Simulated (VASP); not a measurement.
# SnS2 (P-3m1) in VASP: settings compared, part 3 of 3

VASP 6.6.1.

## (5) Single point, PBE0

Contents of POSCAR:

```
SnS2
1.0
    3.6607574624      0.0000000000      0.0000000000
   -1.8303787312      3.1703089595      0.0000000000
    0.0000000000      0.0000000000      5.9618049176
Sn S
1 2
Direct
    0.0000000000      0.0000000000      0.0000000000
    0.3333333333      0.6666666667      0.2455903383
    0.6666666667      0.3333333333      0.7544096617
```

Contents of INCAR.step1:

```
ALGO = Normal ; EDIFF = 1E-5
ENCUT = 400 ; GGA = PE
GGA_COMPAT = F ; ISIF = 2
ISMEAR = 0 ; LASPH = T
LCHARG = F ; LREAL = F
LWAVE = T ; NBANDS = 20
NELM = 120 ; PREC = Accurate
SIGMA = 0.01
```

Contents of INCAR.step2:

```
AEXX = 0.25 ; ALGO = Normal
EDIFF = 1E-6 ; ENCUT = 400
GGA = PE ; GGA_COMPAT = F
ISIF = 2 ; ISMEAR = 0
ISTART = 1 ; LASPH = T
LCHARG = F ; LHFCALC = T
LREAL = F ; LWAVE = F
NBANDS = 20 ; NELM = 120
PREC = Accurate ; PRECFOCK = Normal
SIGMA = 0.01
```

Contents of KPOINTS:

```
k-points
0
Gamma
  6 6 2
```

Potentials or basis: VASP PAW PBE potentials, release 64 (Sn_d, S).

Launch:

```
> cat potpaw_PBE.64/Sn_d/POTCAR potpaw_PBE.64/S/POTCAR > POTCAR
> cp INCAR.step1 INCAR
> mpirun -np 1 vasp_std > vasp.out
> cp INCAR.step2 INCAR
> mpirun -np 1 vasp_std > vasp.out
```

OUTCAR:

```text
AEXX = 0.25
   EDIFF = 1E-6
   ENCUT = 400
   GGA = PE
   ISIF = 2
   ISMEAR = 0
   ISTART = 1
   LASPH = T
   LHFCALC = T
   LREAL = F
   NELM = 120
   PREC = Accurate
   PRECFOCK = Normal

 ion  position               nearest neighbor table
   1  0.000  0.000  0.000-   2 2.57   3 2.57   2 2.57   3 2.57   3 2.57   2 2.57
   2  0.333  0.667  0.246-   1 2.57   1 2.57   1 2.57
   3  0.667  0.333  0.754-   1 2.57   1 2.57   1 2.57

  LATTYP: Found a hexagonal cell.
 ALAT       =     3.6607574624
 C/A-ratio  =     1.6285714033

  Lattice vectors:

 A1 = (   3.6607574624,   0.0000000000,   0.0000000000)
 A2 = (  -1.8303787312,   3.1703089595,   0.0000000000)
 A3 = (   0.0000000000,   0.0000000000,   5.9618049176)

Analysis of symmetry for initial positions (statically):
=====================================================================
 Subroutine PRICEL returns:
 Original cell was already a primitive cell.

 Routine SETGRP: Setting up the symmetry group for a
 hexagonal supercell.

 Subroutine GETGRP returns: Found 12 space group operations
 (whereof 12 operations were pure point group operations)
 out of a pool of 24 trial point group operations.

The static configuration has the point symmetry D_3d.

Analysis of symmetry for dynamics (positions and initial velocities):
=====================================================================
 Subroutine PRICEL returns:
 Original cell was already a primitive cell.

 Routine SETGRP: Setting up the symmetry group for a
 hexagonal supercell.

 Subroutine GETGRP returns: Found 12 space group operations
 (whereof 12 operations were pure point group operations)
 out of a pool of 24 trial point group operations.

The dynamic configuration has the point symmetry D_3d.

 Subroutine INISYM returns: Found 12 space group operations
 (whereof 12 operations are pure point group operations),
 and found     1 'primitive' translations

----------------------------------------------------------------------------------------

                                     Primitive cell

  volume of cell :      69.1911

  direct lattice vectors                    reciprocal lattice vectors
     3.660757462  0.000000000  0.000000000     0.273167510  0.157713335  0.000000000
    -1.830378731  3.170308959  0.000000000     0.000000000  0.315426671  0.000000000
     0.000000000  0.000000000  5.961804918     0.000000000  0.000000000  0.167734438

  length of vectors
     3.660757462  3.660757462  5.961804918     0.315426671  0.315426671  0.167734438

  position of ions in fractional coordinates (direct lattice)
     0.000000000  0.000000000  0.000000000
     0.333333333  0.666666667  0.245590338
     0.666666667  0.333333333  0.754409662

  ion indices of the primitive-cell ions
[... 33 lines left out ...]
  0.000000  0.000000  0.000000      1.000000
  0.166667  0.000000  0.000000      6.000000
  0.333333  0.000000  0.000000      6.000000
  0.500000  0.000000  0.000000      3.000000
  0.166667  0.166667  0.000000      6.000000
  0.333333  0.166667  0.000000     12.000000
  0.333333  0.333333  0.000000      2.000000
  0.000000  0.000000  0.500000      1.000000
  0.166667  0.000000  0.500000      6.000000
  0.333333  0.000000  0.500000      6.000000
  0.500000  0.000000  0.500000      3.000000
  0.166667  0.166667  0.500000      6.000000
  0.333333  0.166667  0.500000     12.000000
  0.333333  0.333333  0.500000      2.000000
   k-points           NKPTS =     14   k-points in BZ     NKDIM =     72   number of bands    NBANDS=     20
   number of dos      NEDOS =    301   number of ions     NIONS =      3
   total plane-waves  NPLWV =  23040
   dimension x,y,z NGX =    24 NGY =   24 NGZ =   40
   dimension x,y,z NGXF=    48 NGYF=   48 NGZF=   80
   ions per type =               1   2
   NGX,Y,Z   is equivalent  to a cutoff of  10.90, 10.90, 11.15 a.u.
   NGXF,Y,Z  is equivalent  to a cutoff of  21.80, 21.80, 22.31 a.u.
 SYSTEM =  unknown system
   PREC   = accura    normal or accurate (medium, high low for compatibility)
   ISTART =      1    job   : 0-new  1-cont  2-samecut
   ICHARG =      0    charge: 1-file 2-atom 10-const
   ISPIN  =      1    spin polarized calculation?
   LNONCOLLINEAR =      F non collinear calculations
   LSORBIT =      F    spin-orbit coupling
   LASPH  =      T    aspherical Exc in radial PAW
   ENCUT  =  400.0 eV  29.40 Ry    5.42 a.u.   5.97  5.97  9.72*2*pi/ulx,y,z
   NELM   =    120;   NELMIN=  2; NELMDL=  0     # of ELM steps
   EDIFF  = 0.1E-05   stopping-criterion for ELM
   LREAL  =      F    real-space projection
   EDIFFG = 0.1E-04   stopping-criterion for IOM
   NSW    =      0    number of steps for IOM
   IBRION =     -1    ionic relax: 0-MD 1-quasi-New 2-CG
   NFREE  =      0    steps in history (QN), initial steepest desc. (CG)
   ISIF   =      2    stress and relaxation
   ISYM   =      3    0-nonsym 1-usesym 2-fastsym
   POTIM  = 0.5000    time-step for ionic-motion
   TEBEG  =    0.0;   TEEND  =   0.0 temperature during run
   PSTRESS=    0.0 pullay stress
   NELECT =      26.0000    total number of electrons
   NUPDOWN=      -1.0000    fix difference up-down
   EMIN   =  10.00;   EMAX   =-10.00  energy-range for DOS
   EFERMI =   0.00;   METHOD = LEGACY
   ISMEAR =     0;   SIGMA  =   0.01  broadening in eV -4-tet -1-fermi 0-gaus
   EFERMI_NEDOS =   21; number of points for ismear=-14 and -15
   IALGO  =     38    algorithm
   IMIX   =      1    mixing-type and parameters
     AMIX     =   0.40;   BMIX     =  1.00
     AMIX_MAG =   1.60;   BMIX_MAG =  1.00
  volume/ion in A,a.u.               =      23.06       155.64
  Fermi-wavevector in a.u.,A,eV,Ry     =   1.181361  2.232448 18.988468  1.395613
  Thomas-Fermi vector in A             =   2.317636
   LORBIT       =      0    0 simple, 1 ext, 2 COOP (PROOUT), +10 PAW based schemes
   GGA     = PE    functional components
   LHFCALC =     T    Hartree Fock is set to
   PRECFOCK=normal    Normal, Fast or Accurate (Low or Medium for compatibility)
   ENCUT4O =  -1.0   cutoff for four orbital integrals eV
   NKREDX  =     1    reduce k-point grid by
   NKREDY  =     1    reduce k-point grid by
   NKREDZ  =     1    reduce k-point grid by
   AEXX    =    0.2500 exact exchange contribution
   HFSCREEN=    0.0000 screening length (either q_TF or 0.3 A-1)
   HFSCREENC=   0.0000 screening length for correlation (either q_TF or 0.3 A-1)
   ENCUTFOCK=  -1.0 apply spherical cutoff to Coloumb kernel
   IVDW    =     0    specifies the selected vdW correction
   LEPSILON=     F    determine dielectric tensor
   LRPA    =     F    only Hartree local field effects (RPA)
 non-spin polarized calculation
 Gauss-broadening in eV      SIGMA  =   0.01
  energy-cutoff  :      400.00
  volume of cell :       69.19
 maximum number of plane-waves:      1272
 NGX is ok and might be reduce to    24
  NGX = 18; NGY = 18; NGZ = 30

 number of electron      26.0000001 magnetization

 Free energy of the ion-electron system (eV)
  ---------------------------------------------------
  ext. energy  EPLUGINS =         0.00000000
  ---------------------------------------------------
  free energy    TOTEN  =       -17.77422509 eV

  energy without entropy =      -17.77422509  energy(sigma->0) =      -17.77422509

 E-fermi :   3.4517     XC(G=0):  -7.5115

 val. band max:        3.3754706660   @ k =   0.1667   0.0000   0.0000
 cond. band min:       6.5296051519   @ k =   0.5000   0.0000   0.5000
 fundamental gap:      3.1541344859
 Fermi energy:         3.4517101415

 k-point     1 :       0.0000    0.0000    0.0000
  band No.  band energies     occupation
      1     -19.4526      2.00000
      2     -19.4526      2.00000
      3     -19.3924      2.00000
      4     -19.3651      2.00000
      5     -19.3651      2.00000
      6     -11.6907      2.00000
[... 311 lines left out ...]
     19      14.9462      0.00000
     20      15.0157      0.00000

------------------------ aborting loop because EDIFF is reached ----------------------------------------

  FORCE on cell =-STRESS in cart. coord.  units (eV):
  Direction    XX          YY          ZZ          XY          YZ          ZX
  --------------------------------------------------------------------------------------
  -------------------------------------------------------------------------------------
  Total       -0.2339755     -0.2339755     -0.2105513     -0.0000000      0.0000000     -0.0000000
  in kB       -5.4178957     -5.4178957     -4.8754889     -0.0000000      0.0000000     -0.0000000
  external PRESSURE =      -5.2370934 kB  Pullay stress =       0.0000000 kB

 VOLUME and BASIS-vectors are now :
 -----------------------------------------------------------------------------
  energy-cutoff  :      400.00
  volume of cell :       69.19
      direct lattice vectors                 reciprocal lattice vectors
     3.660757462  0.000000000  0.000000000     0.273167510  0.157713335  0.000000000
    -1.830378731  3.170308959  0.000000000     0.000000000  0.315426671  0.000000000
     0.000000000  0.000000000  5.961804918     0.000000000  0.000000000  0.167734438

 POSITION                                       TOTAL-FORCE (eV/Angst)
 -----------------------------------------------------------------------------------
      0.00000      0.00000      0.00000         0.000000      0.000000      0.000000
     -0.00000      2.11354      1.46416        -0.000000     -0.000000     -0.273482
      1.83038      1.05677      4.49764         0.000000      0.000000      0.273482
 -----------------------------------------------------------------------------------
    total drift:                                0.000000     -0.000000      0.000000

  FREE ENERGIE OF THE ION-ELECTRON SYSTEM (eV)
  ---------------------------------------------------
  free  energy   TOTEN  =       -17.7742250938 eV

  energy  without entropy=      -17.7742250938  energy(sigma->0) =      -17.77422509
```

Run time: 30 min. Hardware: 1 thread of AMD EPYC 7R13, shared host; peak memory 0.14 GiB.

Results:

| Quantity | Value |
| --- | --- |
| Free energy | -17.7742 eV |
| Pressure | -0.5 GPa |
| Largest force | 0.273 eV/Å |
| Band gap on the k mesh | 3.15 eV (least direct gap 3.52 eV) |

Forces in eV/Å, atoms in the order of the input:
```
Sn   0.000  0.000  0.000
S    0.000  0.000 -0.273
S    0.000  0.000  0.273
```

Caveat: the k points lie up to 0.53 Å⁻¹ apart; the PAW data sets were made with another functional, which shifts forces and pressure a little; spin-orbit coupling is left out, which moves the levels of the heavy elements; this functional lacks dispersion, which binds the layers, so the pressure and a relaxed spacing across them are unreliable. A k mesh can miss the band edges.

## (6) The runs side by side

| level | share of exact exchange | screening parameter | gap on the mesh (eV) | pressure (GPa) | largest force (eV/Å) |
| --- | --- | --- | --- | --- | --- |
| PBE-based screened hybrid with 40 % exact exchange | 0.4 | 0.5 1/Å | 2.21 | -0.5 | 0.30 |
| PBE-based screened hybrid with 30 % exact exchange | 0.3 | 0.2078 1/Å | 2.62 | -0.9 | 0.36 |
| HSE06 | 0.25 | 0.2079 1/Å | 2.43 | -0.3 | 0.27 |
| PBE0 | 0.25 | - | 3.15 | -0.5 | 0.27 |

Alike in all rows: task single point; potentials or basis VASP PAW PBE potentials, release 64 (Sn_d, S); no spin polarisation; cell as given; k mesh 6 × 6 × 2; cutoff (eV) 400; smearing gaussian 0.01 eV.

Caveats: all runs use coarse meshes; the PAW data sets were made with another functional, which shifts forces and pressure a little; spin-orbit coupling is left out, which moves the levels of the heavy elements; this functional lacks dispersion, which binds the layers, so the pressure and a relaxed spacing across them are unreliable (at least some runs).

Absolute energies hang on the potentials; compare differences alone.
